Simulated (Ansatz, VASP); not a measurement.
**Two plane-wave programs on Ir4Pt3**

```
CELL_PARAMETERS angstrom
5.14382 0.00000 0.00000
0.00000 5.14382 0.00000
0.00000 0.00000 5.14382
ATOMIC_POSITIONS crystal
Ir 0.68204 0.68204 0.68204
Ir 0.31796 0.31796 0.68204
Ir 0.31796 0.68204 0.31796
Ir 0.68204 0.31796 0.31796
Pt 0.00000 0.00000 0.50000
Pt 0.50000 0.00000 0.00000
Pt 0.00000 0.50000 0.00000
```

Change from the starting cell: species swapped into the Ge3As4 type (P-43m, No. 215).

Alike in both runs: functional PBE; k mesh 4 × 4 × 4; occupations gaussian, width 0.2 eV; no spin polarisation.

Ansatz relaxed the structure, and its values are those at the end. VASP's run is a single point on that final structure, the one shown.

|  | VASP | Ansatz |
| --- | --- | --- |
| version | VASP 6.6.1 | Ansatz 0.2.0 |
| potentials or method | VASP PAW PBE potentials, release 64 (Ir, Pt), cutoff 500 eV | scalar-relativistic, plane waves, PAW |
| valence electrons in the cell | 66 | 122 |

VASP gave:

* gap on the k mesh at the Fermi level (eV): none
* pressure (GPa): 0.2
* rms of the force components (eV/Å): 0.078

**Question.** Which values does Ansatz return?

**Answer.** gap on the k mesh at the Fermi level (eV): none; pressure (GPa): 0.4; rms of the force components (eV/Å): 0.054.

A gap of «none» marks a metal or a gap that the smearing closes. VASP's potentials hold 66 valence electrons a cell and Ansatz's 122, so a difference there can come from the potentials and not from the codes.

Spin-orbit coupling is off throughout.
